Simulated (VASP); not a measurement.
Set up this calculation in VASP 6.6.1, as the native input.

```yaml
Task: single point
Functional: PBE
Potentials_or_basis: VASP PAW PBE potentials, release 64 (O)
Cutoff: 520 eV
k_mesh: 1 × 1 × 1
Occupations: fermi-dirac, width 0.05 eV
Spin: collinear spin, ferromagnetic start
Starting_moments: "[1.0, 1.0, 1.0, 1.0, 1.0, 1.0, 1.0, 1.0, 1.0, 1.0, 1.0, 1.0] μB"
Dipole_correction: no
Further_INCAR_settings: ALGO = Normal; EDIFF = 1e-06; NBANDS = 52
```

The structure of O lies in POSCAR:

```
O
1.0
    6.0876040000      0.0000000000      0.0000000000
    0.0000000000      6.0876040000      0.0000000000
    0.0000000000      0.0000000000      6.0876040000
O
12
Direct
    0.2636012461      0.2946315168      0.4592775746
    0.1085813072      0.4185226240      0.4256518657
    0.6271104362      0.5699779421      0.7101644588
    0.4573884898      0.6677011185      0.6944275613
    0.7865163371      0.9531828943      0.4356229479
    0.9483369812      0.8591228996      0.5061268768
    0.1083184780      0.7486032271      0.0040902792
    0.2830341790      0.7688575012      0.1067579297
    1.1791667132      0.2931038221      0.9425711659
    1.0593166047      0.1776561025      0.8377023210
    0.6195540971      0.3373576862      0.0510874229
    0.5741667822      0.1542643050     -0.0285169666
```

The input as run:

INCAR

```
PREC = Accurate
ENCUT = 520
EDIFF = 1E-6
ISMEAR = -1
SIGMA = 0.05
LREAL = False
LASPH = True
NELM = 150
ALGO = Normal
ISIF = 2
LWAVE = False
LCHARG = False
ISPIN = 2
MAGMOM = 1 1 1 1 1 1 1 1 1 1 1 1
LORBIT = 11
GGA = PE
NBANDS = 52
```

KPOINTS

```
Automatic mesh
0
Gamma
  1 1 1
```

Potentials or basis: VASP PAW PBE potentials, release 64 (O).

Run with:

```sh
$ cat potpaw_PBE.64/O/POTCAR > POTCAR
$ mpirun -np 1 vasp_gam > vasp.out
```

It gave:

```json
{
  "Pressure": "3.3 GPa",
  "Largest force": "3.004 eV/Å",
  "Band gap on the k mesh": "1.35 eV",
  "Net moment": "12.00 μB per cell",
  "Site moments": "O +0.81, +0.80, +0.82 μB",
  "Valence electrons inside the program's atomic spheres": "O 4.90, 4.95, 4.91, 4.88, 4.87"
}
```

Caveat: the k points lie up to 1.03 Å⁻¹ apart; the standard files for N, O and F lose accuracy on very short bonds.

Wall time 31 s on 1 thread of Intel(R) Xeon(R) Platinum 8488C (Sapphire Rapids) (shared host), peak memory 0.37 GiB.
